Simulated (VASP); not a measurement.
Set up this calculation in VASP 6.6.1, as the native input.

```
Task                   : single point
Functional             : PBE
Potentials or basis    : VASP PAW PBE potentials, release 64 (C, O)
Cutoff                 : 520 eV
k mesh                 : 7 × 3 × 1
Occupations            : gaussian, width 0.1 eV
Spin                   : no spin polarisation
Dipole correction      : yes
Further INCAR settings : ALGO = Normal; EDIFF = 1e-06; NBANDS = 34
```

The structure of C10O lies in POSCAR:

```
C10O
1.0
    4.2718357708      0.0000000000      0.0000000000
   -2.1359178854      8.6110540238      0.0000000000
    0.0000000000      0.0000000000     20.2788004813
C O
10 1
Direct
    0.1564123854      0.9794914374      0.1972503257
    0.8230790520      0.9794914374      0.1972503257
    0.6461581040      0.9589828748      0.2574344554
    0.3128247708      0.9589828748      0.2574344554
    0.1338042252      0.9383827949      0.3175270426
    0.8045778963      0.9383825959      0.3175270455
    0.6222260098      0.9176685708      0.3778997975
    0.2954418906      0.9176685766      0.3778997213
    0.0947392957      0.8987953138      0.4329048587
    0.8040522437      0.8987946148      0.4329053136
    0.5947392957      1.1487953138      0.3860294893
```

These files were run (other wordings do the same):

INCAR

```
SYSTEM = C10O
  ALGO = Normal
  DIPOL = 0.5 0.5 0.323
  EDIFF = 1E-6
  ENCUT = 520
  GGA = PE
  IDIPOL = 3
  ISIF = 2
  ISMEAR = 0
  LASPH = .TRUE.
  LCHARG = .FALSE.
  LDIPOL = .TRUE.
  LREAL = .FALSE.
  LWAVE = .FALSE.
  NBANDS = 34
  NELM = 100
  PREC = Accurate
  SIGMA = 0.1
```

KPOINTS

```
k-points
0
G
  7 3 1
  0 0 0
```

Potentials or basis: VASP PAW PBE potentials, release 64 (C, O).

The run is started by

```sh
$ cat potpaw_PBE.64/C/POTCAR potpaw_PBE.64/O/POTCAR > POTCAR
$ mpirun -np 1 vasp_std > vasp.out
```

It gave:

* Largest force: 6.856 eV/Å
* Band gap on the k mesh: zero (band 23 reaches -4.99 eV, above the bottom of band 24 at -5.04 eV)

Run time: 14 min on 1 thread of Oxide Virtual Turin-like Processor, on a shared host, peak memory 0.76 GiB.
